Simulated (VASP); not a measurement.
# BiTe: relaxation of the atoms with r2SCAN

The system is BiTe.

```
CELL_PARAMETERS angstrom
0.00000 3.23500 3.23500
3.23500 0.00000 3.23500
3.23500 3.23500 0.00000
ATOMIC_POSITIONS crystal
Bi 0.97682 0.06955 0.97682
Te 0.50000 0.50000 0.50000
```

```
Program                : VASP 6.6.1
Task                   : relaxation of the atoms
Functional             : r2SCAN
Potentials or basis    : VASP PAW PBE potentials, release 64 (Bi_d, Te)
Cutoff                 : 520 eV
k mesh                 : 4 × 4 × 4
Occupations            : gaussian, width 0.1 eV
Spin                   : no spin polarisation
Dipole correction      : no
Further INCAR settings : ALGO = Normal; EDIFF = 1e-07; IBRION = 2; EDIFFG = -0.05; NSW = 80
```

```json
{
  "Energy gained by relaxing": "62.4 meV/atom",
  "Ionic steps": "3",
  "Pressure after relaxing": "-0.4 GPa",
  "Largest force after relaxing": "0.009 eV/Å"
}
```

Forces on the atoms (eV/Å):
```
Bi  -0.005  0.005 -0.005
Te   0.005 -0.005  0.005
```

Step by step:
| step | energy change (eV) | largest force (eV/Å) | pressure (GPa) |
| --- | --- | --- | --- |
| 1 | 0.0000 | 0.8991 | 1.11 |
| 2 | -0.0674 | 0.6469 | 0.24 |
| 3 | -0.1247 | 0.0095 | -0.39 |

Final structure:
```xyz
2
Lattice="0.0000 3.2350 3.2350 3.2350 0.0000 3.2350 3.2350 3.2350 0.0000" Properties=species:S:1:pos:R:3 pbc="T T T"
Bi    3.3107    6.3943    3.3107
Te    3.3093    3.1607    3.3093
```

Levels at points of the mesh, in eV from the Fermi level:
```tsv
k point	band 7	band 8	band 9	band 10	band 11	band 12	band 13	band 14
(0.00, 0.00, 0.00)	-8.30	-2.80	-2.80	-2.80	2.25	2.25	2.25	5.01
(0.50, 0.00, 0.00)	-11.71	-2.12	-2.12	-1.64	-0.69	-0.68	-0.68	7.83
(0.00, 0.50, 0.00)	-11.71	-2.12	-2.12	-1.64	-0.69	-0.68	-0.68	7.83
(0.50, 0.50, 0.00)	-10.31	-5.96	-4.30	-4.30	2.51	3.78	3.78	5.25
```

Wall time 110 s on 1 thread of Intel(R) Xeon(R) Platinum 8559C (Emerald Rapids), with other jobs on the host, peak memory 0.22 GiB.

Caveat: the k points lie up to 0.42 Å⁻¹ apart; the PAW data sets were made with another functional, which shifts forces and pressure a little; spin-orbit coupling is left out, which moves the levels of the heavy elements; the relaxation stopped at a loose force limit of 0.05 eV/Å, so its end isn't a converged minimum.
